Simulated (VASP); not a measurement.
Set up this calculation in VASP 6.6.1, as the native input.

```yaml
Task: single point
Functional: LDA
Potentials_or_basis: VASP PAW LDA potentials, release 64 (Sn_d, O)
Cutoff: 520 eV
k_mesh: 12 × 12 × 12
Occupations: gaussian, width 0.05 eV
Spin: no spin polarisation
Dipole_correction: no
Further_INCAR_settings: ALGO = Normal; EDIFF = 1e-06; NBANDS = 20
```

The structure of SnO2 lies in POSCAR:

```
SnO2
1.0
    1.6170930752      0.9336291223      4.8005925840
   -1.6170930752      0.9336291223      4.8005925840
    0.0000000000     -1.8672582446      4.8005925840
Sn O
1 2
Direct
    0.5000000000      0.5000000000      0.5000000000
    0.2371700000      0.2371700000      0.2371700000
    0.7628300000      0.7628300000      0.7628300000
```

One way to write it, as run:

INCAR

```
SYSTEM = SnO2
ALGO = Normal
EDIFF = 1E-6
ENCUT = 520
GGA = CA
ISIF = 2
ISMEAR = 0
LASPH = .True.
LCHARG = .False.
LREAL = .False.
LWAVE = .False.
NBANDS = 20
NELM = 100
PREC = Accurate
SIGMA = 0.05
```

KPOINTS

```
k-points
0
Gamma
  12 12 12
  0 0 0
```

Potentials or basis: VASP PAW LDA potentials, release 64 (Sn_d, O).

Launch:

```bash
$ cat potpaw_LDA.64/Sn_d/POTCAR potpaw_LDA.64/O/POTCAR > POTCAR
$ mpirun -np 1 vasp_std > vasp.out
```

Results of the run:

```
Pressure               : -8.5 GPa
Largest force          : 0.618 eV/Å
Band gap on the k mesh : 1.77 eV (least direct gap 1.90 eV)
```

Caveat: the cell stands under tension; spin-orbit coupling is left out, which moves the levels of the heavy elements.

Run time: 5.4 min on 1 thread of Intel(R) Xeon(R) Platinum 8375C CPU @ 2.90GHz (Ice Lake), on a shared host, peak memory 0.29 GiB.
